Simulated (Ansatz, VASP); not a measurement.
## Hf3TiO8 in VASP and in Ansatz

Contents of POSCAR:

```
Hf3TiO8
1.0
    3.3736669448     -3.3801882170      0.0000000000
    3.3736669448      3.3801882170      0.0000000000
    0.0000000000      0.0000000000      6.3173287857
Ti Hf O
1 3 8
Direct
    0.5000000000      0.5000000000      0.0000000000
    0.0000000000      0.0000000000      0.7545538070
    0.5000000000      0.5000000000      0.5000000000
    0.0000000000      0.0000000000      0.2454461930
    0.2047779087      0.2047779087      0.0000000000
    0.7952220913      0.7952220913      0.0000000000
    0.6907600261      0.3092399739      0.7617726512
    0.3092399739      0.6907600261      0.7617726512
    0.1944705642      0.1944705642      0.5000000000
    0.8055294358      0.8055294358      0.5000000000
    0.6907600261      0.3092399739      0.2382273488
    0.3092399739      0.6907600261      0.2382273488
```

Contents of INCAR.step1:

```
PREC = Accurate
ENCUT = 520
ISMEAR = 0
SIGMA = 0.01
LREAL = F
LASPH = T
NELM = 100
NBANDS = 57
GGA = PE
ALGO = Normal
EDIFF = 1E-4
LWAVE = T
LCHARG = F
```

Contents of INCAR.step2:

```
PREC = Accurate
ENCUT = 520
EDIFF = 1E-6
ISMEAR = 0
SIGMA = 0.01
LREAL = F
LASPH = T
NELM = 100
ALGO = Normal
ISIF = 2
LWAVE = F
LCHARG = F
METAGGA = R2SCAN
LMIXTAU = T
NBANDS = 57
ISTART = 1
```

File KPOINTS:

```
Automatic mesh
0
Gamma
  6 6 4
```

Input for Ansatz:

```yaml
crystal:
  lattice:
    - [3.3736669448, -3.380188217, 0.0]
    - [3.3736669448, 3.380188217, 0.0]
    - [0.0, 0.0, 6.3173287857]
  atoms:
    - { symbol: Ti, position: [0.5, 0.5, 0.0] }
    - { symbol: Hf, position: [0.0, 0.0, 0.754553807] }
    - { symbol: O, position: [0.2047779087, 0.2047779087, 0.0] }
    - { symbol: O, position: [0.7952220913, 0.7952220913, 0.0] }
    - { symbol: O, position: [0.6907600261, 0.3092399739, 0.7617726512] }
    - { symbol: O, position: [0.3092399739, 0.6907600261, 0.7617726512] }
    - { symbol: Hf, position: [0.5, 0.5, 0.5] }
    - { symbol: Hf, position: [0.0, 0.0, 0.245446193] }
    - { symbol: O, position: [0.1944705642, 0.1944705642, 0.5] }
    - { symbol: O, position: [0.8055294358, 0.8055294358, 0.5] }
    - { symbol: O, position: [0.6907600261, 0.3092399739, 0.2382273488] }
    - { symbol: O, position: [0.3092399739, 0.6907600261, 0.2382273488] }
kpoints:
  mp_grid: { grid: [6, 6, 4] }
  band_path:
    path:
      - [0.0, 0.0, 0.0]
      - [-0.5, 0.5, 0.0]
      - [0.0, 0.0, 0.5]
      - [0.499036299, 0.499036299, 0.5]
      - [0.0, 0.5, 0.0]
    npoints: 1
hamiltonian:
  xc: r2scan
scf:
  occupations: { method: fixed }
  n_extra_bands: 7
output:
  forces: true
  stress: true
  eigenvalues: true
  write_density: true
  write_potential: true
  elf: true
  volumetric_format: npy
```

Alike in both runs: task single point; functional r2SCAN; k mesh 6 × 6 × 4; no spin polarisation.

|  | VASP | Ansatz |
| --- | --- | --- |
| version | VASP 6.6.1 | Ansatz 0.2.0 |
| potentials or method | VASP PAW PBE potentials, release 64 (Ti_sv, Hf_pv, O) | plane waves, PAW |
| plane-wave cutoff (eV) | 520 | 500 |
| occupations | gaussian, width 0.01 eV | fixed |
| valence electrons in the cell | 90 | 138 |

```csv
,VASP,Ansatz,Ansatz less VASP
gap on the k mesh at the Fermi level (eV),2.99,3.00,+0.006
pressure (GPa),-2.2,0.0,+2.24
rms of the force components (eV/Å),0.093,0.001,-0.0918
```

VASP's potentials were made for PBE, not for r2SCAN. VASP's potentials hold 90 valence electrons a cell and Ansatz's 138, so a difference there can come from the potentials and not from the codes.

Spin-orbit coupling is off throughout.
